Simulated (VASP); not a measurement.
Set up this calculation in VASP 6.6.1, as the native input.

* Task: relaxation of cell and atoms
* Functional: PBE
* Potentials or basis: VASP PAW PBE potentials, release 64 (Li_sv, F)
* Cutoff: 600 eV
* k mesh: 9 × 9 × 8
* Occupations: gaussian, width 0.1 eV
* Spin: no spin polarisation
* Dipole correction: no
* Further INCAR settings: ALGO = Normal; EDIFF = 1e-06; IBRION = 2; EDIFFG = -0.04; NSW = 90; ISIF = 3

The structure of LiF lies in POSCAR:

```
LiF
1.0
    2.4704154100      0.0000000000      0.0000000000
   -1.2352077000      2.1394425000      0.0000000000
    0.0000000000      0.0000000000      2.4051161500
Li F
1 1
Direct
    0.3333333300      0.6666666700      0.5000000000
    0.6666666700      0.3333333300      0.0000000000
```

These files were run (other wordings do the same):

INCAR

```
PREC = Accurate
ENCUT = 600
EDIFF = 1E-6
ISMEAR = 0
SIGMA = 0.1
LREAL = False
LASPH = True
NELM = 60
ALGO = Normal
ISIF = 3
LWAVE = False
LCHARG = False
GGA = PE
IBRION = 2
NSW = 90
EDIFFG = -0.04
```

KPOINTS

```
Automatic mesh
0
Gamma
  9 9 8
```

Potentials or basis: VASP PAW PBE potentials, release 64 (Li_sv, F).

The run is started by

```bash
$ cat potpaw_PBE.64/Li_sv/POTCAR potpaw_PBE.64/F/POTCAR > POTCAR
$ mpirun -np 1 vasp_std > vasp.out
```

Results of the run:

* Relaxed volume: 8.66 Å³/atom
* Relaxed cell: a = 2.791 Å, b = 2.791 Å, c = 2.567 Å, α = 90.00°, β = 90.00°, γ = 120.00°
* Space group after relaxing (to 0.05 Å): P-6m2 (No. 187)
* Energy gained by relaxing: 225.1 meV/atom
* Ionic steps: 7
* Pressure after relaxing: -0.5 GPa
* Band gap on the k mesh: 7.86 eV, indirect (least direct gap 8.30 eV)

Caveat: the cutoff is under 1.25 times the usual one of these potentials, so pressure, stress and relaxed cells hold a basis-set (Pulay) error; the volume moved by over 15 % at a fixed basis, so the end points are rough.

Wall time 14 s on 1 thread of Intel(R) Xeon(R) 6975P-C (Granite Rapids), on a shared host, peak memory 0.12 GiB.
